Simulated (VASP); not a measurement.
Here is a VASP 6.6.1 calculation.

The input INCAR:

```
SYSTEM = SnO2
PREC = Accurate ; ENCUT = 520
EDIFF = 1E-6 ; ISMEAR = 0
SIGMA = 0.05 ; LREAL = .FALSE.
LASPH = .TRUE. ; NELM = 60
ALGO = Normal ; ISIF = 2
LWAVE = .FALSE. ; LCHARG = .FALSE.
GGA = PE ; NBANDS = 35
```

Contents of KPOINTS:

```
Automatic mesh
0
G
  6 6 8
  0 0 0
```

File POSCAR:

```
SnO2
1.0
    4.8277050007      0.0000000000      0.0000000000
    0.0000000000      4.8277050007      0.0000000000
    0.0000000000      0.0000000000      3.2379909335
Sn O
2 4
Direct
   -0.0003804309     -0.0003804309      0.0000000000
    0.4971494871      0.4971494871      0.5000000000
    0.3076064891      0.3076064891      0.0000000000
    0.2043800519      0.8175902253      0.5000000000
    0.6943963157      0.6943963157      0.0000000000
    0.8175902253      0.2043800519      0.5000000000
```

Potentials or basis: VASP PAW PBE potentials, release 64 (Sn_d, O).

The run is started by

```console
$ cat potpaw_PBE.64/Sn_d/POTCAR potpaw_PBE.64/O/POTCAR > POTCAR
$ mpirun -np 1 vasp_std > vasp.out
```

(1) Predict the pressure.

(2) Estimate the largest force.

(3) Estimate the band gap on the k mesh.

## Answers

(1) 0.5 GPa.

(2) 0.416 eV/Å.

(3) 0.67 eV.

Caveat: the cell differs from its parent crystal (atoms displaced along a vibrational mode); spin-orbit coupling is left out, which moves the levels of the heavy elements.
